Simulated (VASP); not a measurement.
Here is a VASP 6.6.1 calculation.

File INCAR:

```
PREC = Accurate
ENCUT = 520
EDIFF = 1E-7
ISMEAR = 0
SIGMA = 0.05
LREAL = False
LASPH = True
NELM = 60
ALGO = Normal
ISIF = 2
LWAVE = False
LCHARG = False
GGA = RP
IVDW = 13
NBANDS = 12
```

KPOINTS

```
Automatic mesh
0
Gamma
  10 10 10
```

The input POSCAR:

```
LiF
1.0
    0.0000000000      2.0612277783      2.0612277783
    2.0612277783      0.0000000000      2.0612277783
    2.0612277783      2.0612277783      0.0000000000
Li F
1 1
Direct
    0.0000000000      0.0000000000      0.0000000000
    0.5000000000      0.5000000000      0.5000000000
```

Potentials or basis: VASP PAW PBE potentials, release 64 (Li_sv, F).

Launch:

```bash
$ cat potpaw_PBE.64/Li_sv/POTCAR potpaw_PBE.64/F/POTCAR > POTCAR
$ mpirun -np 1 vasp_std > vasp.out
```

Task: Estimate the band gap on the k mesh.

Result: 8.76 eV, direct.

Task: Estimate the dispersion energy per atom.

Result: -0.131 eV.

 A k mesh can miss the band edges.
